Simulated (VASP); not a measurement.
**Bi2Se3: single point with PBE**

Bi2Se3:

```
CELL_PARAMETERS angstrom
2.07838 1.19995 9.57705
-2.07838 1.19995 9.57705
0.00000 -2.39991 9.57705
ATOMIC_POSITIONS crystal
Bi 0.40080 0.40080 0.40080
Bi 0.59920 0.59920 0.59920
Se 0.00000 0.00000 0.00000
Se 0.21170 0.21170 0.21170
Se 0.78830 0.78830 0.78830
```

| Quantity | Value |
| --- | --- |
| Program | VASP 6.6.1 |
| Task | single point |
| Functional | PBE |
| Potentials or basis | VASP PAW PBE potentials, release 64 (Bi_d, Se) |
| Cutoff | 520 eV |
| k mesh | 6 × 6 × 6 |
| Occupations | gaussian, width 0.01 eV |
| Spin | no spin polarisation |
| Dipole correction | no |
| Further INCAR settings | ALGO = Normal; EDIFF = 1e-06; NBANDS = 32 |

* Pressure: 1.9 GPa
* Largest force: 0.161 eV/Å
* Band gap on the k mesh: 0.23 eV

Forces in eV/Å, atoms in the order of the input:
```
Bi   0.000  0.000 -0.161
Bi   0.000  0.000  0.161
Se   0.000  0.000  0.000
Se   0.000  0.000 -0.111
Se   0.000  0.000  0.111
```

Levels at points of the mesh, in eV from the valence-band top:
```tsv
k point	band 21	band 22	band 23	band 24	band 25	band 26	band 27	band 28
(0.00, 0.00, 0.00)	-1.84	-1.18	-1.18	0.00	0.23	1.41	1.41	2.13
(0.50, 0.00, 0.00)	-2.95	-2.11	-1.21	-0.55	0.85	1.93	2.97	3.13
(0.50, 0.50, 0.00)	-1.86	-1.85	-1.60	-0.99	1.35	1.96	2.59	2.98
(0.50, 0.50, 0.50)	-1.54	-1.35	-1.35	-0.44	0.64	1.71	1.71	2.05
```

It took 21 min on 1 thread of Intel Xeon 8259CL (shared host), peak memory 0.95 GiB.

Caveat: spin-orbit coupling is left out, which moves the levels of the heavy elements. A k mesh can miss the band edges.
